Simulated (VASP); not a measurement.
# Cd8I15 (a cell with a defect) in VASP: single point with PBE

Aim: the single point of Cd8I15 (a cell with a defect) with PBE.

All numbers are computed with VASP 6.6.1; they aren't measurements. Logs are shortened: lines on timing, memory, paths and dates and some standing lists are left out, and cuts for length are marked.

**1. The cell of the first run**

The cell holds a defect, 23 atoms: a = 8.442 Å, b = 8.442 Å, c = 13.644 Å, α = 90.00°, β = 90.00°, γ = 60.00°.

**2. Single point, PBE**

Contents of INCAR:

```
SYSTEM = Cd8I15
PREC = Accurate
ENCUT = 520
EDIFF = 1E-7
ISMEAR = -1
SIGMA = 0.1
LREAL = Auto
LASPH = .TRUE.
NELM = 60
ALGO = Normal
ISIF = 2
LWAVE = .FALSE.
LCHARG = .FALSE.
GGA = PE
NBANDS = 118
```

Contents of KPOINTS:

```
Automatic mesh
0
G
  2 2 1
  0 0 0
```

Contents of POSCAR:

```
Cd8I15
1.0
    4.2210316800      7.3110413400      0.0000000000
   -4.2210340000      7.3110426700      0.0000000000
    0.0000000000      0.0000000000     13.6437640000
Cd I
8 15
Direct
    0.0031918695     -0.0047400749      0.0043427899
   -0.0028912084      0.0078393393      0.4802458471
    0.0050619761      0.4960435669     -0.0014061369
   -0.0537922148      0.4981503009      0.5042957354
    0.5023523888     -0.0030001304     -0.0082946319
    0.4874863916      0.0270110362      0.5122255853
    0.5006102784      0.4960438235     -0.0013851749
    0.5579655970      0.4979963349      0.5040707242
    0.1758501859      0.1627570888      0.1255918088
    0.1559081936      0.1487589118      0.6316393335
    0.3340132553      0.3337429957      0.8655945676
    0.1711455137      0.6594018516      0.1306118312
    0.3449508412      0.8492946109      0.3757535677
    0.2927836074      0.4166315367      0.4286156665
    0.3297862506      0.8283345293      0.8705814612
    0.6631263118      0.1628011454      0.1256543282
    0.8360640730      0.3301958569      0.3479105179
    0.6973533121      0.1487541731      0.6316211567
    0.8370153233      0.3276991364      0.8744158870
    0.6674329215      0.6668725023      0.1229428331
    0.8078131490      0.8492587109      0.3757990830
    0.6606317499      0.6801820466      0.6490928750
    0.8434990862      0.8283549398      0.8705791891
```

Potentials or basis: VASP PAW PBE potentials, release 64 (Cd, I).

Command:

```sh
cat potpaw_PBE.64/Cd/POTCAR potpaw_PBE.64/I/POTCAR > POTCAR
mpirun -np 1 vasp_std > vasp.out
```

OUTCAR:

```text
SYSTEM = Cd8I15
   PREC = Accurate
   ENCUT = 520
   EDIFF = 1E-7
   ISMEAR = -1
   LREAL = Auto
   LASPH = .TRUE.
   NELM = 60
   ISIF = 2
   GGA = PE

 ion  position               nearest neighbor table
   1  0.003  0.995  0.004-  16 2.99   9 2.99  12 3.00  15 3.01  23 3.01  19 3.01
   2  0.997  0.008  0.480-  21 2.92  13 2.92  17 2.97  10 3.01  18 3.01
   3  0.005  0.496  0.999-  19 2.99   9 2.99  23 2.99  20 3.00  12 3.01  11 3.01
   4  0.946  0.498  0.504-  14 2.84  22 2.89  17 2.96  10 3.10  21 3.12   8 3.28
   5  0.502  0.997  0.992-  23 2.99  15 2.99  11 3.00  20 3.01   9 3.01  16 3.01
   6  0.487  0.027  0.512-  10 2.94  18 2.94  13 3.00  21 3.00  14 3.07  22 3.15
   7  0.501  0.496  0.999-  19 2.99  16 2.99  15 2.99  20 3.00  12 3.01  11 3.01
   8  0.558  0.498  0.504-  14 2.84  22 2.89  17 2.96  18 3.10  13 3.12   4 3.28
   9  0.176  0.163  0.126-   1 2.99   3 2.99   5 3.01
  10  0.156  0.149  0.632-   6 2.94   2 3.01   4 3.10
  11  0.334  0.334  0.866-   5 3.00   7 3.01   3 3.01
  12  0.171  0.659  0.131-   1 3.00   7 3.01   3 3.01
  13  0.345  0.849  0.376-   2 2.92   6 3.00   8 3.12
  14  0.293  0.417  0.429-   8 2.84   4 2.84   6 3.07
  15  0.330  0.828  0.871-   7 2.99   5 2.99   1 3.01
  16  0.663  0.163  0.126-   1 2.99   7 2.99   5 3.01
  17  0.836  0.330  0.348-   8 2.96   4 2.96   2 2.97
  18  0.697  0.149  0.632-   6 2.94   2 3.01   8 3.10
  19  0.837  0.328  0.874-   3 2.99   7 2.99   1 3.01
  20  0.667  0.667  0.123-   7 3.00   3 3.00   5 3.01
  21  0.808  0.849  0.376-   2 2.92   6 3.00   4 3.12
  22  0.661  0.680  0.649-   8 2.89   4 2.89   6 3.15
  23  0.843  0.828  0.871-   5 2.99   3 2.99   1 3.01

  LATTYP: Found a hexagonal cell.
 ALAT       =     8.4420656804
 C/A-ratio  =     1.6161641613

  Lattice vectors:

 A1 = (   4.2210340000,  -7.3110426700,   0.0000000000)
 A2 = (   4.2210316800,   7.3110413400,   0.0000000000)
 A3 = (   0.0000000000,   0.0000000000,  13.6437640000)

Analysis of symmetry for initial positions (statically):
=====================================================================
 Subroutine PRICEL returns:
 Original cell was already a primitive cell.

 Routine SETGRP: Setting up the symmetry group for a
 hexagonal supercell.

 Subroutine GETGRP returns: Found  1 space group operations
 (whereof  1 operations were pure point group operations)
 out of a pool of 24 trial point group operations.

The static configuration has the point symmetry C_1 .

Analysis of symmetry for dynamics (positions and initial velocities):
=====================================================================
 Subroutine PRICEL returns:
 Original cell was already a primitive cell.

 Routine SETGRP: Setting up the symmetry group for a
 hexagonal supercell.

 Subroutine GETGRP returns: Found  1 space group operations
 (whereof  1 operations were pure point group operations)
 out of a pool of 24 trial point group operations.

The dynamic configuration has the point symmetry C_1 .

 Subroutine INISYM returns: Found  1 space group operations
 (whereof  1 operations are pure point group operations),
 and found     1 'primitive' translations

----------------------------------------------------------------------------------------

                                     Primitive cell

  volume of cell :     842.0972

  direct lattice vectors                    reciprocal lattice vectors
     4.221031680  7.311041340  0.000000000     0.118454432  0.068389723  0.000000000
    -4.221034000  7.311042670  0.000000000    -0.118454410  0.068389685  0.000000000
     0.000000000  0.000000000 13.643764000     0.000000000  0.000000000  0.073293557

  length of vectors
     8.442063369  8.442065680 13.643764000     0.136779408  0.136779371  0.073293557

  position of ions in fractional coordinates (direct lattice)
     0.003191870  0.995259925  0.004342790
     0.997108792  0.007839339  0.480245847
     0.005061976  0.496043567  0.998593863
     0.946207785  0.498150301  0.504295735
     0.502352389  0.996999870  0.991705368
     0.487486392  0.027011036  0.512225585
[... 15 lines left out ...]
     0.660631750  0.680182047  0.649092875
     0.843499086  0.828354940  0.870579189

  ion indices of the primitive-cell ions
   primitive index   ion index
                 1           1
                 2           2
                 3           3
                 4           4
                 5           5
                 6           6
[... 15 lines left out ...]
                22          22
                23          23

----------------------------------------------------------------------------------------

 KPOINTS: Automatic mesh

Automatic generation of k-mesh.
 Grid dimensions read from file:
 generate k-points for:    2    2    1

 Generating k-lattice:

  Cartesian coordinates                     Fractional coordinates (reciprocal lattice)
     0.059227216  0.034194861  0.000000000     0.500000000  0.000000000  0.000000000
    -0.059227205  0.034194843  0.000000000     0.000000000  0.500000000  0.000000000
     0.000000000  0.000000000  0.073293557     0.000000000  0.000000000  1.000000000

  Length of vectors
     0.068389704  0.068389685  0.073293557

  Shift w.r.t. Gamma in fractional coordinates (k-lattice)
     0.000000000  0.000000000  0.000000000

 Subroutine IBZKPT returns following result:
 ===========================================

 Found      4 irreducible k-points:

 Following reciprocal coordinates:
            Coordinates               Weight
  0.000000  0.000000  0.000000      1.000000
  0.500000 -0.000000  0.000000      1.000000
  0.500000  0.500000  0.000000      1.000000
  0.000000  0.500000  0.000000      1.000000
   k-points           NKPTS =      4   k-points in BZ     NKDIM =      4   number of bands    NBANDS=    118
   number of dos      NEDOS =    301   number of ions     NIONS =     23
   total plane-waves  NPLWV = 442368
   dimension x,y,z NGX =    64 NGY =   64 NGZ =  108
   dimension x,y,z NGXF=   128 NGYF=  128 NGZF=  216
   ions per type =               8  15
   NGX,Y,Z   is equivalent  to a cutoff of  12.60, 12.60, 13.16 a.u.
   NGXF,Y,Z  is equivalent  to a cutoff of  25.21, 25.21, 26.32 a.u.
 SYSTEM =  Cd8I15
   PREC   = accura    normal or accurate (medium, high low for compatibility)
   ISTART =      0    job   : 0-new  1-cont  2-samecut
   ICHARG =      2    charge: 1-file 2-atom 10-const
   ISPIN  =      1    spin polarized calculation?
   LNONCOLLINEAR =      F non collinear calculations
   LSORBIT =      F    spin-orbit coupling
   LASPH  =      T    aspherical Exc in radial PAW
   ENCUT  =  520.0 eV  38.22 Ry    6.18 a.u.  15.70 15.70 25.37*2*pi/ulx,y,z
   NELM   =     60;   NELMIN=  2; NELMDL= -5     # of ELM steps
   EDIFF  = 0.1E-06   stopping-criterion for ELM
   LREAL  =      T    real-space projection
   EDIFFG = 0.1E-05   stopping-criterion for IOM
   NSW    =      0    number of steps for IOM
   IBRION =     -1    ionic relax: 0-MD 1-quasi-New 2-CG
   NFREE  =      0    steps in history (QN), initial steepest desc. (CG)
   ISIF   =      2    stress and relaxation
   ISYM   =      2    0-nonsym 1-usesym 2-fastsym
   POTIM  = 0.5000    time-step for ionic-motion
   TEBEG  =    0.0;   TEEND  =   0.0 temperature during run
   PSTRESS=    0.0 pullay stress
   NELECT =     201.0000    total number of electrons
   NUPDOWN=      -1.0000    fix difference up-down
   EMIN   =  10.00;   EMAX   =-10.00  energy-range for DOS
   EFERMI =   0.00;   METHOD = LEGACY
   ISMEAR =    -1;   SIGMA  =   0.10  broadening in eV -4-tet -1-fermi 0-gaus
   EFERMI_NEDOS =   21; number of points for ismear=-14 and -15
   IALGO  =     38    algorithm
   IMIX   =      4    mixing-type and parameters
     AMIX     =   0.40;   BMIX     =  1.00
     AMIX_MAG =   1.60;   BMIX_MAG =  1.00
  volume/ion in A,a.u.               =      36.61       247.08
  Fermi-wavevector in a.u.,A,eV,Ry     =   1.015514  1.919044 14.031275  1.031270
  Thomas-Fermi vector in A             =   2.148805
   LORBIT       =      0    0 simple, 1 ext, 2 COOP (PROOUT), +10 PAW based schemes
   GGA     = PE    functional components
   LHFCALC =     F    Hartree Fock is set to
   AEXX    =    0.0000 exact exchange contribution
   IVDW    =     0    specifies the selected vdW correction
   LEPSILON=     F    determine dielectric tensor
   LRPA    =     F    only Hartree local field effects (RPA)
 non-spin polarized calculation
  energy-cutoff  :      520.00
  volume of cell :      842.10
 maximum number of plane-waves:     22695
 NGX is ok and might be reduce to    64
   NGX = 31   NGY = 31   NGZ = 51

 number of electron     201.0000012 magnetization

 Free energy of the ion-electron system (eV)
  ---------------------------------------------------
  ext. energy  EPLUGINS =         0.00000000
  ---------------------------------------------------
  free energy    TOTEN  =       -39.80753103 eV

  energy without entropy =      -39.64729698  energy(sigma->0) =      -39.72741400

 E-fermi :   3.9685     XC(G=0):  -8.4001

 val. band max:        3.7317496938   @ k =   0.0000   0.0000   0.0000
 cond. band min:       4.0355099127   @ k =   0.0000   0.0000   0.0000
 fundamental gap:      0.3037602189
 Fermi energy:         3.9685136188

 k-point     1 :       0.0000    0.0000    0.0000
  band No.  band energies     occupation
      1     -10.4302      2.00000
      2     -10.1399      2.00000
      3     -10.1068      2.00000
      4      -9.9779      2.00000
      5      -9.8652      2.00000
      6      -9.7641      2.00000
[... 104 lines left out ...]
    111       6.4300      0.00000
    112       6.5317      0.00000

 k-point     2 :       0.5000   -0.0000    0.0000
  band No.  band energies     occupation
      1     -10.2423      2.00000
      2     -10.1869      2.00000
      3     -10.0699      2.00000
      4      -9.9189      2.00000
      5      -9.8528      2.00000
      6      -9.8291      2.00000
[... 104 lines left out ...]
    111       6.8336      0.00000
    112       6.9554      0.00000

 k-point     3 :       0.5000    0.5000    0.0000
  band No.  band energies     occupation
      1     -10.2423      2.00000
      2     -10.1870      2.00000
      3     -10.0699      2.00000
      4      -9.9189      2.00000
      5      -9.8527      2.00000
      6      -9.8293      2.00000
[... 104 lines left out ...]
    111       6.8327      0.00000
    112       6.9555      0.00000

 k-point     4 :       0.0000    0.5000    0.0000
  band No.  band energies     occupation
      1     -10.2645      2.00000
      2     -10.1642      2.00000
      3     -10.0493      2.00000
      4      -9.9740      2.00000
      5      -9.8545      2.00000
      6      -9.8506      2.00000
[... 104 lines left out ...]
    111       6.8314      0.00000
    112       7.0283      0.00000
 [bands above 112 left out]

------------------------ aborting loop because EDIFF is reached ----------------------------------------

  FORCE on cell =-STRESS in cart. coord.  units (eV):
  Direction    XX          YY          ZZ          XY          YZ          ZX
  --------------------------------------------------------------------------------------
  -------------------------------------------------------------------------------------
  Total       12.5197154     13.7212852      9.3442022      1.0472724      0.1318939     -0.2315874
  in kB       23.8200590     26.1061704     17.7783154      1.9925445      0.2509418     -0.4406191
  external PRESSURE =      22.5681816 kB  Pullay stress =       0.0000000 kB

 VOLUME and BASIS-vectors are now :
 -----------------------------------------------------------------------------
  energy-cutoff  :      520.00
  volume of cell :      842.10
      direct lattice vectors                 reciprocal lattice vectors
     4.221031680  7.311041340  0.000000000     0.118454432  0.068389723  0.000000000
    -4.221034000  7.311042670  0.000000000    -0.118454410  0.068389685  0.000000000
     0.000000000  0.000000000 13.643764000     0.000000000  0.000000000  0.073293557

 POSITION                                       TOTAL-FORCE (eV/Angst)
 -----------------------------------------------------------------------------------
     -4.18755      7.29972      0.05925        -0.004446      0.002115      0.011853
      4.17574      7.34722      6.55236        -0.041996      0.023387      0.004193
     -2.07245      3.66360     13.62458        -0.004275     -0.002551      0.008691
      1.89126     10.55976      6.88049         0.026028      0.058896      0.040630
     -2.08792     10.96183     13.53059         0.001103     -0.000537     -0.000557
      1.94368      3.76151      6.98869        -0.040256      0.023096     -0.007721
[... 15 lines left out ...]
     -0.08252      9.80275      8.85607        -0.004807      0.004219     -0.002826
      0.06392     12.22300     11.87798        -0.005340     -0.003256     -0.014530
 -----------------------------------------------------------------------------------
    total drift:                                0.001546      0.017520     -0.003247

  FREE ENERGIE OF THE ION-ELECTRON SYSTEM (eV)
  ---------------------------------------------------
  free  energy   TOTEN  =       -39.8075310260 eV

  energy  without entropy=      -39.6472969776  energy(sigma->0) =      -39.72741400
```

Run time: 12 min. Hardware: 1 thread of Intel Xeon Platinum 8488C (Sapphire Rapids), shared host; peak memory 0.94 GiB.

Results:

```yaml
Free_energy: -39.8075 eV
Pressure: 2.3 GPa
Largest_force: 0.391 eV/Å
Band_gap_on_the_k_mesh: zero (an odd number of electrons rules out a gap without spin polarisation)
```

Forces in eV/Å, atoms in the order of the input:
```
Cd  -0.004  0.002  0.012
Cd  -0.042  0.023  0.004
Cd  -0.004 -0.003  0.009
Cd   0.026  0.059  0.041
Cd   0.001 -0.001 -0.001
Cd  -0.040  0.023 -0.008
Cd   0.000  0.003  0.009
Cd  -0.039 -0.053  0.041
I    0.000 -0.007  0.037
I   -0.035  0.039  0.050
I   -0.003  0.003 -0.010
I   -0.002  0.004  0.024
I    0.022 -0.041  0.017
I    0.169 -0.098 -0.339
I    0.001  0.010 -0.018
I    0.005  0.000  0.036
I   -0.034  0.020  0.024
I   -0.052  0.012  0.049
I   -0.004  0.003 -0.011
I    0.000  0.001  0.035
I    0.044  0.001  0.017
I   -0.005  0.004 -0.003
I   -0.005 -0.003 -0.015
```

Stress tensor (GPa, compression positive):
```
 2.38  0.20 -0.04
 0.20  2.61  0.03
-0.04  0.03  1.78
```

Caveat: the k points lie up to 0.46 Å⁻¹ apart, too coarse for converged energies and pressures of a metal; spin-orbit coupling is left out, which moves the levels of the heavy elements; an odd number of electrons without spin polarisation forces a metal; a magnetic or distorted state may lie lower.

The gap in the log of VASP goes by the Fermi energy; the results here count the filled bands.